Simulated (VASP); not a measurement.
B:

```
B
1.0
     3.03670    0.00000    0.00000
     0.00000    4.20974    0.00000
     0.00000    0.00000    4.17846
B
8
Direct
  0.00000 0.00000 0.70697
  0.50000 0.50000 0.79303
  0.00000 0.00000 0.29303
  0.50000 0.50000 0.20697
  0.66852 0.83440 0.00000
  0.33148 0.16560 0.00000
  0.16852 0.66560 0.50000
  0.83148 0.33440 0.50000
```

The cell was built from a structure type or drawn by symmetry, and may not be a known phase.

| Property | Result |
| --- | --- |
| Program | VASP 6.6.1 |
| Task | relaxation of cell and atoms |
| Functional | PBE |
| Potentials or basis | VASP PAW PBE potentials, release 64 (B) |
| Cutoff | 500 eV |
| k mesh | 6 × 4 × 4 |
| Occupations | gaussian, width 0.1 eV |
| Spin | no spin polarisation |

At the start: pressure 24.1 GPa; volume 6.68 Å³/atom.

Task: How do energy, volume and symmetry change on relaxing?

Result: Over 31 steps the energy falls by 150.2 meV/atom and the volume is 7.13 Å³/atom (+6.8 %); space group Pnnm (No. 58, to 0.1 Å) before and after.

Step by step:
```tsv
step	energy change (eV)	largest force (eV/Å)	pressure (GPa)	volume (Å³)
1	0.0000	1.5169	24.13	53.42
2	-0.4085	1.0622	-7.44	61.56
3	-0.5368	0.6204	1.03	58.70
4	-0.5887	0.2275	-1.21	59.56
5	-0.5903	0.3307	-1.66	59.76
6	-0.6236	0.1697	0.16	59.60
7	-0.6287	0.2150	1.42	59.48
8	-0.6543	0.2091	0.49	59.72
9	-0.7072	0.5120	-2.98	60.38
10	-0.7284	0.9700	-12.89	61.45
11	-0.7327	0.7394	-5.48	60.70
12	-0.7724	0.9401	-9.31	61.10
13	-0.7803	0.9374	-9.61	61.09
14	-0.7959	0.9252	-10.49	61.07
15	-0.7858	0.9289	-12.23	61.02
16	-0.7980	0.9232	-11.03	61.06
17	-0.8167	0.9064	-10.67	60.90
18	-0.8696	0.8557	-9.56	60.43
19	-0.9620	0.7509	-7.21	59.48
20	-1.0882	0.5184	-1.96	57.62
21	-1.0213	0.6823	11.44	54.00
22	-1.1195	0.3937	2.05	56.40
23	-1.1521	0.2544	1.57	56.42
24	-1.1810	0.0578	0.81	56.46
25	-1.1811	0.0781	0.77	56.46
26	-1.1868	0.0612	0.62	56.56
27	-1.1957	0.1936	0.20	56.83
28	-1.1960	0.2405	0.11	56.89
29	-1.2004	0.0988	0.02	57.00
30	-1.2013	0.0666	-0.03	57.07
31	-1.2016	0.0317	0.01	57.07
```

Final structure:
```
B
1.0
     3.17958    0.00000    0.00000
     0.00000    3.91040    0.00000
     0.00000    0.00000    4.58981
B
8
Direct
  0.00000 0.00000 0.68069
  0.50000 0.50000 0.81931
  0.00000 0.00000 0.31931
  0.50000 0.50000 0.18069
  0.73353 0.88289 0.00000
  0.26647 0.11711 0.00000
  0.23353 0.61711 0.50000
  0.76647 0.38289 0.50000
```

Caveat: the k points lie up to 0.40 Å⁻¹ apart in the final cell, too coarse for converged energies and pressures of a metal.
